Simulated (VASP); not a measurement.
Crystal: Ti3Se.

```
Se Ti
1.0
     3.17599    0.00000    0.00000
    -1.58799    2.75048    0.00000
     0.00000    0.00000    7.88944
Se Ti
1 3
Direct
  0.00000 0.00000 0.00000
  0.66667 0.33333 0.50000
  0.33333 0.66667 0.77290
  0.33333 0.66667 0.22710
```

This cell differs from its parent crystal: volume scaled by 0.98.

Base run:

| Quantity | Value |
| --- | --- |
| Program | VASP 6.6.1 |
| Functional | PBEsol |
| Potentials or basis | VASP PAW PBE potentials, release 64 (Se, Ti_sv) |
| Cutoff | 520 eV |
| k mesh | 10 × 10 × 4 |
| Occupations | fermi-dirac, width 0.05 eV |
| Spin | no spin polarisation |

Its results: band gap on the k mesh zero (band 21 reaches 8.54 eV, above the bottom of band 22 at 7.98 eV); pressure -2.1 GPa; largest force 0.008 eV/Å.

The run is repeated on the same cell with these changes: functional from PBEsol to r2SCAN. What comes out?

Band gap on the k mesh zero (band 21 reaches 8.81 eV, above the bottom of band 22 at 8.16 eV); pressure 2.2 GPa; largest force 0.022 eV/Å.

Caveats: the PAW data sets were made with another functional, which shifts forces and pressure a little.
